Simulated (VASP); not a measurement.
# Al3BN2 (C2/m) in VASP: a series of runs, part 2 of 2

VASP 6.6.1.

**3. Single point, PBE, collinear spin, ferromagnetic start**

This run uses another cell than the first one, of 10.33 Å³/atom.

INCAR

```
SYSTEM = Al3BN2
ALGO = Normal
EDIFF = 1E-6
ENCUT = 600
GGA = PE
GGA_COMPAT = .FALSE.
ISIF = 2
ISMEAR = 0
ISPIN = 2
LASPH = .TRUE.
LCHARG = .FALSE.
LORBIT = 11
LREAL = .FALSE.
LWAVE = .FALSE.
MAGMOM = 0 0 0 0 0 0 0 0 1 1 1 1
NBANDS = 38
NELM = 200
PREC = Accurate
SIGMA = 0.1
```

KPOINTS

```
k-points
0
G
  4 4 4
  0 0 0
```

POSCAR

```
Al3BN2
1.0
    2.5880866138     -4.5528914212      0.0000000000
    2.5880866138      4.5528914212      0.0000000000
   -0.5201266242      0.0000000000      5.2603045738
Al B N
6 2 4
Direct
    0.3951226933      0.3951226933      0.7298311491
    0.6048773067      0.6048773067      0.2701688509
    0.6043078735      0.0043296339      0.7529816275
    0.3956921265      0.9956703661      0.2470183725
    0.0043296339      0.6043078735      0.7529816275
    0.9956703661      0.3956921265      0.2470183725
    0.9750160599      0.9750160599      0.6512493826
    0.0249839401      0.0249839401      0.3487506174
    0.6665959633      0.3334040367      0.5000000000
    0.6599418890      0.3400581110      0.0000000000
    0.3400581110      0.6599418890      0.0000000000
    0.3334040367      0.6665959633      0.5000000000
```

Potentials or basis: VASP PAW PBE potentials, release 64 (Al, B, N).

Launch:

```bash
> cat potpaw_PBE.64/Al/POTCAR potpaw_PBE.64/B/POTCAR potpaw_PBE.64/N/POTCAR > POTCAR
> mpirun -np 1 vasp_std > vasp.out
```

OUTCAR:

```text
SYSTEM = Al3BN2
   EDIFF = 1E-6
   ENCUT = 600
   GGA = PE
   ISIF = 2
   ISMEAR = 0
   ISPIN = 2
   LASPH = .TRUE.
   LORBIT = 11
   LREAL = .FALSE.
   NELM = 200
   PREC = Accurate

 ion  position               nearest neighbor table
   1  0.395  0.395  0.730-   9 2.05  12 2.05  11 2.07  10 2.07   7 2.17   8 2.64   2 2.76   3 2.78
                             5 2.78   3 2.79   5 2.79   2 2.95   4 3.22   6 3.22
   2  0.605  0.605  0.270-   9 2.05  12 2.05  11 2.07  10 2.07   8 2.17   7 2.64   1 2.76   4 2.78
                             6 2.78   4 2.79   6 2.79   1 2.95   3 3.22   5 3.22
   3  0.604  0.004  0.753-  12 1.99  10 2.02   7 2.12   9 2.13  11 2.17   5 2.74   5 2.74   1 2.78
                             1 2.79   4 2.83   4 2.87   6 3.14   2 3.22
   4  0.396  0.996  0.247-   9 1.99  11 2.02   8 2.12  12 2.13  10 2.17   6 2.74   6 2.74   2 2.78
                             2 2.79   3 2.83   3 2.87   5 3.14   1 3.22
   5  0.004  0.604  0.753-   9 1.99  11 2.02   7 2.12  12 2.13  10 2.17   3 2.74   3 2.74   1 2.78
                             1 2.79   6 2.83   6 2.87   4 3.14   2 3.22
   6  0.996  0.396  0.247-  12 1.99  10 2.02   8 2.12   9 2.13  11 2.17   4 2.74   4 2.74   2 2.78
                             2 2.79   5 2.83   5 2.87   3 3.14   1 3.22
   7  0.975  0.975  0.651-   8 1.64   5 2.12   3 2.12   1 2.17   2 2.64
   8  0.025  0.025  0.349-   7 1.64   6 2.12   4 2.12   2 2.17   1 2.64
   9  0.667  0.333  0.500-   4 1.99   5 1.99   1 2.05   2 2.05   3 2.13   6 2.13
  10  0.660  0.340  0.000-   3 2.02   6 2.02   1 2.07   2 2.07   5 2.17   4 2.17
  11  0.340  0.660  0.000-   4 2.02   5 2.02   1 2.07   2 2.07   3 2.17   6 2.17
  12  0.333  0.667  0.500-   3 1.99   6 1.99   1 2.05   2 2.05   5 2.13   4 2.13

  LATTYP: Found a base centered monoclinic cell.
 ALAT       =     5.1761732276
 B/A-ratio  =     1.7591727406
 C/A-ratio  =     1.0212093468
 COS(beta)  =    -0.0983978257

  Lattice vectors:

 A1 = (   2.5880866138,  -4.5528914212,   0.0000000000)
 A2 = (   2.5880866138,   4.5528914212,   0.0000000000)
 A3 = (  -0.5201266242,   0.0000000000,   5.2603045738)

Analysis of symmetry for initial positions (statically):
=====================================================================
 Subroutine PRICEL returns:
 Original cell was already a primitive cell.

 Routine SETGRP: Setting up the symmetry group for a
 base centered monoclinic supercell.

 Subroutine GETGRP returns: Found  4 space group operations
 (whereof  4 operations were pure point group operations)
 out of a pool of  4 trial point group operations.

The static configuration has the point symmetry C_2h.

Analysis of symmetry for dynamics (positions and initial velocities):
=====================================================================
 Subroutine PRICEL returns:
 Original cell was already a primitive cell.

 Routine SETGRP: Setting up the symmetry group for a
 base centered monoclinic supercell.

 Subroutine GETGRP returns: Found  4 space group operations
 (whereof  4 operations were pure point group operations)
 out of a pool of  4 trial point group operations.

The dynamic configuration has the point symmetry C_2h.

Analysis of structural, dynamic, and magnetic symmetry:
=====================================================================
 Subroutine PRICEL returns:
 Original cell was already a primitive cell.

 Routine SETGRP: Setting up the symmetry group for a
 base centered monoclinic supercell.

 Subroutine GETGRP returns: Found  4 space group operations
 (whereof  4 operations were pure point group operations)
 out of a pool of  4 trial point group operations.

The overall configuration has the point symmetry C_2h.

[... 149 lines left out ...]
 Gauss-broadening in eV      SIGMA  =   0.10
  energy-cutoff  :      600.00
  volume of cell :      123.97
 maximum number of plane-waves:      4164
 NGX is ok and might be reduce to    42
   NGX = 21   NGY = 21   NGZ = 21

 number of electron      44.0000005 magnetization      -0.0011499

 number of electron      44.0000005 magnetization       0.0001836

 Free energy of the ion-electron system (eV)
  ---------------------------------------------------
  ext. energy  EPLUGINS =         0.00000000
  ---------------------------------------------------
  free energy    TOTEN  =       -73.22197580 eV

  energy without entropy =      -73.20720160  energy(sigma->0) =      -73.21458870

 E-fermi :   8.4024     XC(G=0): -11.1728

 val. band max:        8.3908146026   @ k =   0.5000   0.5000   0.5000
 cond. band min:       8.4311146010   @ k =   0.5000   0.2500   0.2500
 fundamental gap:      0.0402999984
 Fermi energy:         8.4023612302

 spin component 1

 k-point     1 :       0.0000    0.0000    0.0000
  band No.  band energies     occupation
      1      -9.0410      1.00000
      2      -7.2269      1.00000
      3      -6.7011      1.00000
      4      -5.4744      1.00000
      5      -1.0590      1.00000
      6      -0.2519      1.00000
[... 877 lines left out ...]
     33      15.0577      0.00000
     34      15.2003      0.00000
 Fermi energy:         8.4023612302

 spin component 2

 k-point     1 :       0.0000    0.0000    0.0000
  band No.  band energies     occupation
      1      -9.0410      1.00000
      2      -7.2269      1.00000
      3      -6.7011      1.00000
      4      -5.4744      1.00000
      5      -1.0589      1.00000
      6      -0.2519      1.00000
[... 877 lines left out ...]
     33      15.0578      0.00000
     34      15.2003      0.00000
 [bands above 34 left out]

------------------------ aborting loop because EDIFF is reached ----------------------------------------

  FORCE on cell =-STRESS in cart. coord.  units (eV):
  Direction    XX          YY          ZZ          XY          YZ          ZX
  --------------------------------------------------------------------------------------
  -------------------------------------------------------------------------------------
  Total       -0.3878043     -0.7574697      0.4062786      0.0000000      0.0000000     -0.3952533
  in kB       -5.0120597     -9.7896879      5.2508249      0.0000000      0.0000000     -5.1083324
  external PRESSURE =      -3.1836409 kB  Pullay stress =       0.0000000 kB

 VOLUME and BASIS-vectors are now :
 -----------------------------------------------------------------------------
  energy-cutoff  :      600.00
  volume of cell :      123.97
      direct lattice vectors                 reciprocal lattice vectors
     2.588086614 -4.552891421  0.000000000     0.193192916 -0.109820322  0.019102464
     2.588086614  4.552891421  0.000000000     0.193192916  0.109820322  0.019102464
    -0.520126624  0.000000000  5.260304574     0.000000000  0.000000000  0.190103061

 POSITION                                       TOTAL-FORCE (eV/Angst)
 -----------------------------------------------------------------------------------
      1.66562      0.00000      3.83913         0.106357      0.000000     -0.124947
      2.99043      0.00000      1.42117        -0.106357      0.000000      0.124947
      1.18356     -2.73164      3.96091         0.040887     -0.086801     -0.233634
      3.47249      2.73164      1.29939        -0.040887      0.086801      0.233634
      1.18356      2.73164      3.96091         0.040887      0.086801     -0.233634
      3.47249     -2.73164      1.29939        -0.040887     -0.086801      0.233634
      4.70812      0.00000      3.42577        -0.151673      0.000000      0.024399
     -0.05207      0.00000      1.83453         0.151673      0.000000     -0.024399
      2.32802     -1.51699      2.63015        -0.000000      0.018206      0.000000
      2.58809     -1.45640      0.00000        -0.000000     -0.010458      0.000000
      2.58809      1.45640      0.00000        -0.000000      0.010458      0.000000
      2.32802      1.51699      2.63015        -0.000000     -0.018206      0.000000
 -----------------------------------------------------------------------------------
    total drift:                                0.000000     -0.000000      0.000000

  FREE ENERGIE OF THE ION-ELECTRON SYSTEM (eV)
  ---------------------------------------------------
  free  energy   TOTEN  =       -73.2219757978 eV

  energy  without entropy=      -73.2072016014  energy(sigma->0) =      -73.21458870

 total charge

# of ion       s       p       d       tot
------------------------------------------
    1        0.340   0.366   0.000   0.705
    2        0.340   0.366   0.000   0.705
    3        0.366   0.380   0.000   0.746
    4        0.366   0.380   0.000   0.746
    5        0.366   0.380   0.000   0.746
    6        0.366   0.380   0.000   0.746
    7        0.715   1.213   0.000   1.928
    8        0.715   1.213   0.000   1.928
    9        1.235   2.569   0.000   3.803
   10        1.235   2.525   0.000   3.760
   11        1.235   2.525   0.000   3.760
   12        1.235   2.569   0.000   3.803
--------------------------------------------------
tot          8.514  14.864   0.000  23.378

 magnetization (x)

# of ion       s       p       d       tot
------------------------------------------
    1        0.000   0.000   0.000   0.000
    2        0.000   0.000   0.000   0.000
    3        0.000   0.000   0.000   0.000
    4        0.000   0.000   0.000   0.000
    5        0.000   0.000   0.000   0.000
    6        0.000   0.000   0.000   0.000
    7       -0.000   0.000   0.000  -0.000
    8       -0.000   0.000   0.000  -0.000
    9       -0.000   0.000   0.000   0.000
   10       -0.000   0.000   0.000   0.000
   11       -0.000   0.000   0.000   0.000
   12       -0.000   0.000   0.000   0.000
--------------------------------------------------
tot          0.000   0.000   0.000   0.000
```

Wall time 10 min (1 thread of Oxide Virtual Turin-like, shared host); peak memory 0.39 GiB.

Results:

```
Free energy                                           : -73.2220 eV
Pressure                                              : -0.3 GPa
Largest force                                         : 0.253 eV/Å
Band gap on the k mesh                                : zero (filled and empty bands overlap)
Net moment                                            : 0.00 μB per cell
Valence electrons inside the program's atomic spheres : Al 0.70, 0.75 (each value once); B 1.93; N 3.80, 3.76 (each value once)
```

Forces on the atoms (eV/Å):
```
Al   0.106  0.000 -0.125
Al  -0.106  0.000  0.125
Al   0.041 -0.087 -0.234
Al  -0.041  0.087  0.234
Al   0.041  0.087 -0.234
Al  -0.041 -0.087  0.234
B   -0.152  0.000  0.024
B    0.152  0.000 -0.024
N    0.000  0.018  0.000
N    0.000 -0.010  0.000
N    0.000  0.010  0.000
N    0.000 -0.018  0.000
```

Levels at points of the mesh, in eV from the Fermi level:
Spin up:
```csv
k point,band 18,band 19,band 20,band 21,band 22,band 23,band 24,band 25,band 26,band 27
"(0.00, 0.00, 0.00)",-1.83,-1.40,-0.94,-0.88,-0.36,-0.04,1.35,1.56,3.41,4.35
"(0.50, 0.00, 0.00)",-1.87,-1.77,-1.71,-1.50,-1.04,0.84,2.40,3.48,3.67,4.54
"(0.50, 0.50, 0.00)",-2.06,-1.95,-1.62,-1.57,-0.81,0.62,2.47,3.51,3.60,4.76
"(0.00, 0.00, 0.50)",-4.37,-0.86,-0.77,-0.54,-0.04,0.97,3.53,3.94,4.24,4.26
"(0.50, 0.00, 0.50)",-3.41,-1.77,-1.55,-0.82,-0.20,0.44,3.60,3.63,4.46,4.86
"(0.50, 0.50, 0.50)",-3.39,-1.80,-1.78,-0.92,-0.01,0.55,3.45,3.52,3.80,4.87
```
Spin down:
```tsv
k point	band 18	band 19	band 20	band 21	band 22	band 23	band 24	band 25	band 26	band 27
(0.00, 0.00, 0.00)	-1.83	-1.40	-0.94	-0.88	-0.36	-0.04	1.35	1.56	3.41	4.35
(0.50, 0.00, 0.00)	-1.87	-1.77	-1.71	-1.50	-1.04	0.84	2.40	3.48	3.67	4.54
(0.50, 0.50, 0.00)	-2.06	-1.95	-1.62	-1.57	-0.81	0.62	2.47	3.51	3.60	4.76
(0.00, 0.00, 0.50)	-4.37	-0.86	-0.77	-0.54	-0.04	0.97	3.53	3.94	4.24	4.26
(0.50, 0.00, 0.50)	-3.41	-1.77	-1.55	-0.82	-0.20	0.44	3.60	3.63	4.46	4.86
(0.50, 0.50, 0.50)	-3.39	-1.80	-1.78	-0.92	-0.01	0.55	3.45	3.52	3.80	4.87
```

Caveat: semilocal functionals underestimate gaps, and a narrow one can read as zero.

**4. Single point, PBE, collinear spin, ferromagnetic start**

INCAR

```
PREC     = Accurate       # precision mode
ENCUT    = 600            # plane-wave cutoff, eV
EDIFF    = 1E-6           # SCF threshold, eV
ISMEAR   = 0              # smearing method
SIGMA    = 0.1            # smearing width, eV
LREAL    = F              # projectors in reciprocal space
LASPH    = T              # aspherical terms in the spheres
NELM     = 200            # most SCF steps
ALGO     = Normal         # electronic algorithm
ISIF     = 2              # what is computed and relaxed
LWAVE    = F              # write WAVECAR
LCHARG   = F              # write CHGCAR
ISPIN    = 2              # spin polarisation
MAGMOM   = 0 0 0 0 0 0 0 0 1 1 1 1 # initial moments
LORBIT   = 11             # projections on sites
GGA      = PE             # functional
NBANDS   = 38             # bands
GGA_COMPAT= F
```

KPOINTS

```
regular mesh
0
Gamma
  4 4 4
```

POSCAR

```
Al3BN2
1.0
    2.5996749165     -4.5618594145      0.0000000000
    2.5996749165      4.5618594145      0.0000000000
   -0.7300813245      0.0000000000      5.2504041445
Al B N
6 2 4
Direct
    0.4006006694      0.4006006694      0.7282424245
    0.5993993306      0.5993993306      0.2717575755
    0.6127916384      0.0126337653      0.7510884268
    0.3872083616      0.9873662347      0.2489115732
    0.0126337653      0.6127916384      0.7510884268
    0.9873662347      0.3872083616      0.2489115732
    0.9726074766      0.9726074766      0.6500819263
    0.0273925234      0.0273925234      0.3499180737
    0.6666600021      0.3333399979      0.5000000000
    0.6579181100      0.3420818900      0.0000000000
    0.3420818900      0.6579181100      0.0000000000
    0.3333399979      0.6666600021      0.5000000000
```

Launch:

```bash
> cat potpaw_PBE.64/Al/POTCAR potpaw_PBE.64/B/POTCAR potpaw_PBE.64/N/POTCAR > POTCAR
> mpirun -np 1 vasp_std > vasp.out
```

Run time: 11 min. Hardware: 1 thread of Oxide Virtual Turin-like, shared host; peak memory 0.39 GiB.

The run converged. Its results:

- Free energy: -73.2426 eV
- Pressure: -0.2 GPa
- Largest force: 0.030 eV/Å
- Band gap on the k mesh: zero (filled and empty bands overlap)
- Net moment: 0.00 μB per cell
- Valence electrons inside the program's atomic spheres: Al 0.70, 0.75 (each value once); B 1.92; N 3.81, 3.76 (each value once)

Forces on the atoms (eV/Å):
```
Al  -0.023  0.000 -0.019
Al   0.023  0.000  0.019
Al   0.006  0.002 -0.015
Al  -0.006 -0.002  0.015
Al   0.006 -0.002 -0.015
Al  -0.006  0.002  0.015
B    0.002  0.000  0.009
B   -0.002  0.000 -0.009
N    0.000 -0.007  0.000
N    0.000 -0.015  0.000
N    0.000  0.015  0.000
N    0.000  0.007  0.000
```

Stress tensor (GPa, compression positive):
```
-0.07  0.00 -0.08
 0.00 -0.29  0.00
-0.08  0.00 -0.14
```

Levels at points of the mesh, in eV from the Fermi level:
Spin up:
```tsv
k point	band 20	band 21	band 22	band 23	band 24	band 25
(0.00, 0.00, 0.00)	-1.12	-1.04	-0.38	0.09	1.29	1.50
(0.50, 0.00, 0.00)	-1.81	-1.59	-1.05	0.87	2.28	3.11
(0.50, 0.50, 0.00)	-1.72	-1.67	-0.70	0.53	2.39	3.17
(0.00, 0.00, 0.50)	-0.95	-0.78	-0.23	1.13	3.23	3.67
(0.50, 0.00, 0.50)	-1.71	-0.99	-0.31	0.46	3.50	3.54
(0.50, 0.50, 0.50)	-1.96	-1.11	-0.15	0.76	3.18	3.33
```
Spin down:
```csv
k point,band 18,band 19,band 20,band 21,band 22,band 23,band 24,band 25,band 26,band 27
"(0.00, 0.00, 0.00)",-1.94,-1.55,-1.12,-1.04,-0.38,0.09,1.29,1.50,3.22,4.05
"(0.50, 0.00, 0.00)",-2.07,-1.92,-1.81,-1.59,-1.05,0.87,2.28,3.11,3.64,4.14
"(0.50, 0.50, 0.00)",-2.37,-2.12,-1.72,-1.67,-0.70,0.53,2.39,3.17,3.34,4.55
"(0.00, 0.00, 0.50)",-4.46,-1.09,-0.95,-0.78,-0.23,1.13,3.23,3.67,4.06,4.16
"(0.50, 0.00, 0.50)",-3.41,-1.95,-1.71,-0.99,-0.31,0.46,3.50,3.54,4.37,4.76
"(0.50, 0.50, 0.50)",-3.24,-1.99,-1.96,-1.11,-0.15,0.76,3.18,3.33,3.67,4.61
```

Caveat: semilocal functionals underestimate gaps, and a narrow one can read as zero.

**5. Summary**

| spin | cell | k mesh | cutoff (eV) | gap on the mesh (eV) | pressure (GPa) | moment (μB) | largest force (eV/Å) |
| --- | --- | --- | --- | --- | --- | --- | --- |
| off | a = 5.240, b = 5.240, c = 5.304 Å, angles 93.5, 93.5, 120.6°, 12 atoms, atomic positions A | 8 × 8 × 8 | 520 | none | -0.2 | - | 0.01 |
| collinear, ferromagnetic start | a = 5.237, b = 5.237, c = 5.286 Å, angles 92.8, 92.8, 120.8°, 12 atoms, atomic positions B | 4 × 4 × 4 | 600 | none | -0.3 | 0.00 | 0.25 |
| collinear, ferromagnetic start | a = 5.251, b = 5.251, c = 5.301 Å, angles 93.9, 93.9, 120.6°, 12 atoms, atomic positions C | 4 × 4 × 4 | 600 | none | -0.2 | 0.00 | 0.03 |

Alike in all rows: task single point; level PBE; potentials or basis VASP PAW PBE potentials, release 64 (Al, B, N); smearing gaussian 0.1 eV.

Caveats: semilocal functionals underestimate gaps, and a narrow one can read as zero.

Absolute energies hang on the potentials; compare differences alone.

The gap in the log of VASP goes by the Fermi energy; the results here count the filled bands.